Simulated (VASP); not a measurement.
Input of a VASP 6.6.1 run:

INCAR

```
SYSTEM = TlCl
  PREC = Accurate
  ENCUT = 500
  EDIFF = 1E-6
  ISMEAR = -1
  SIGMA = 0.02
  LREAL = .FALSE.
  LASPH = .TRUE.
  NELM = 120
  ALGO = Normal
  ISIF = 2
  LWAVE = .FALSE.
  LCHARG = .TRUE.
  GGA = PE
  LELF = .TRUE.
  LVHAR = .TRUE.
  NBANDS = 17
  GGA_COMPAT = .FALSE.
```

Contents of KPOINTS:

```
regular mesh
0
G
  6 6 6
  0 0 0
```

Contents of POSCAR:

```
TlCl
1.0
    3.9000000000      0.0000000000      0.0000000000
    0.0000000000      3.9000000000      0.0000000000
    0.0000000000      0.0000000000      3.9000000000
Tl Cl
1 1
Direct
    0.0000000000      0.0000000000      0.0000000000
    0.5000000000      0.5000000000      0.5000000000
```

Potentials or basis: VASP PAW PBE potentials, release 64 (Tl_d, Cl).

Run with:

```sh
$ cat potpaw_PBE.64/Tl_d/POTCAR potpaw_PBE.64/Cl/POTCAR > POTCAR
$ mpirun -np 1 vasp_std > vasp.out
```

Estimate the pressure.

-0.1 GPa.

What does it give for the band gap on the k mesh?

2.20 eV.

Caveat: spin-orbit coupling is left out, which moves the levels of the heavy elements. A k mesh can miss the band edges.
